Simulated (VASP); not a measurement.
## Ta2N: single point with PBE

The system is Ta2N.

```
Ta N
1.0
     3.02361    0.00000    0.00000
    -1.51181    2.61852    0.00000
     0.00000    0.00000    4.63780
Ta N
2 1
Direct
  0.66667 0.33333 0.74491
  0.33333 0.66667 0.25509
  0.00000 0.00000 0.00000
```

This cell differs from its parent crystal: strain -0.025 along x and y, -0.050 along z.

```yaml
Program: VASP 6.6.1
Task: single point
Functional: PBE
Potentials_or_basis: VASP PAW PBE potentials, release 64 (Ta_pv, N)
Cutoff: 520 eV
k_mesh: 18 × 18 × 10
Occupations: gaussian, width 0.15 eV
Spin: no spin polarisation
```

| Quantity | Value |
| --- | --- |
| Pressure | 36.7 GPa |
| Largest force | 0.491 eV/Å |
| Band gap on the k mesh | zero (an odd number of electrons rules out a gap without spin polarisation) |

Forces on the atoms (eV/Å):
```
Ta   0.000  0.000 -0.491
Ta   0.000  0.000  0.491
N    0.000  0.000  0.000
```

Stress tensor (GPa, compression positive):
```
34.26  0.00  0.00
 0.00 34.26  0.00
 0.00  0.00 41.49
```

Levels at points of the mesh, in eV from the Fermi level:
```
           k point  band 10  band 11  band 12  band 13  band 14  band 15  band 16  band 17
(0.00, 0.00, 0.00)    -6.68    -4.81    -0.55    -0.25    -0.25     0.18     0.18     0.31
(0.50, 0.00, 0.00)    -6.89    -5.12    -2.77    -1.29     2.04     2.32     4.23     4.62
(0.00, 0.00, 0.50)    -6.91    -3.00    -2.54    -1.37    -1.37     2.14     2.50     2.70
(0.50, 0.00, 0.50)    -6.59    -3.55    -2.18    -2.09    -0.20     0.76     3.67     3.92
```

Run time: 100 s on 1 thread of Intel(R) Xeon(R) Platinum 8488C (Sapphire Rapids) (shared host), peak memory 0.33 GiB.

Caveat: the cell differs from its parent crystal (strain -0.025 along x and y, -0.050 along z); the stress differs along the axes, from 34 to 41 GPa; spin-orbit coupling is left out, which moves the levels of the heavy elements.
